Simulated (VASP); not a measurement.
Write the native input for VASP 6.6.1 that does the following.

- Task: single point
- Functional: PBE
- Potentials or basis: VASP PAW PBE potentials, release 64 (Mg, O)
- Cutoff: 520 eV
- k mesh: 8 × 8 × 8
- Occupations: gaussian, width 0.02 eV
- Spin: no spin polarisation
- Dipole correction: no
- Further INCAR settings: ALGO = Normal; EDIFF = 1e-07; NBANDS = 11

The structure of MgO lies in POSCAR:

```
MgO
1.0
    0.0000000000      2.2882885120      2.2882885120
    2.2882885120      0.0000000000      2.2882885120
    2.2882885120      2.2882885120      0.0000000000
Mg O
1 1
Direct
    0.0000000000      0.0000000000      0.0000000000
    0.5000000000      0.5000000000      0.5000000000
```

This cell differs from its parent crystal: Sr replaced by Mg, lengths x 0.876, strained.

These files were run (other wordings do the same):

INCAR

```
ALGO = Normal
EDIFF = 1E-7
ENCUT = 520
GGA = PE
ISIF = 2
ISMEAR = 0
LASPH = T
LCHARG = F
LREAL = F
LWAVE = F
NBANDS = 11
NELM = 60
PREC = Accurate
SIGMA = 0.02
```

KPOINTS

```
k-points
0
Gamma
  8 8 8
```

Potentials or basis: VASP PAW PBE potentials, release 64 (Mg, O).

The run is started by

```sh
$ cat potpaw_PBE.64/Mg/POTCAR potpaw_PBE.64/O/POTCAR > POTCAR
$ mpirun -np 1 vasp_std > vasp.out
```

Results of the run:

```
Pressure               : -21.5 GPa
Band gap on the k mesh : 2.66 eV, direct
```

Caveat: the cell differs from its parent crystal (Sr replaced by Mg, lengths x 0.876, strained).

It took 7.4 s on 1 thread of Intel(R) Xeon(R) Platinum 8259CL CPU @ 2.50GHz (Skylake/Cascade Lake) (shared host), peak memory 0.14 GiB.
